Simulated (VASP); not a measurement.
A run of VASP 6.6.1:

File INCAR:

```
SYSTEM = C
AGGAC = 1.0 ; AGGAX = 1.0
ALDAC = 0.0 ; ALDAX = 1.0
ALGO = Normal ; EDIFF = 1E-6
ENCUT = 520 ; GGA = B5
ISIF = 2 ; ISMEAR = -1
IVDW = 13 ; LASPH = .TRUE.
LCHARG = .FALSE. ; LREAL = .FALSE.
LWAVE = .FALSE. ; NBANDS = 11
NELM = 80 ; PREC = Accurate
SIGMA = 0.05 ; VDW_A1 = 0.44488865
VDW_A2 = 4.0933009 ; VDW_S6 = 1.0
VDW_S8 = 2.34076671
```

The input KPOINTS:

```
k-points
0
G
  13 13 13
  0 0 0
```

Contents of POSCAR:

```
C
1.0
    0.0000000000      1.7842231966      1.7842231966
    1.7842231966      0.0000000000      1.7842231966
    1.7842231966      1.7842231966      0.0000000000
C
2
Direct
    0.7500000000      0.7500000000      0.7500000000
    0.5000000000      0.5000000000      0.5000000000
```

Potentials or basis: VASP PAW PBE potentials, release 64 (C).

Launch:

```console
$ cat potpaw_PBE.64/C/POTCAR > POTCAR
$ mpirun -np 1 vasp_std > vasp.out
```

Hardware: 1 thread of Intel Xeon 6975P-C (shared host).

Problem. How long does it take, and how much memory?

Solution. Run time: 11 s on 1 thread of Intel Xeon 6975P-C (shared host), peak memory 0.12 GiB. Counts: scf iterations 11, k points 84.
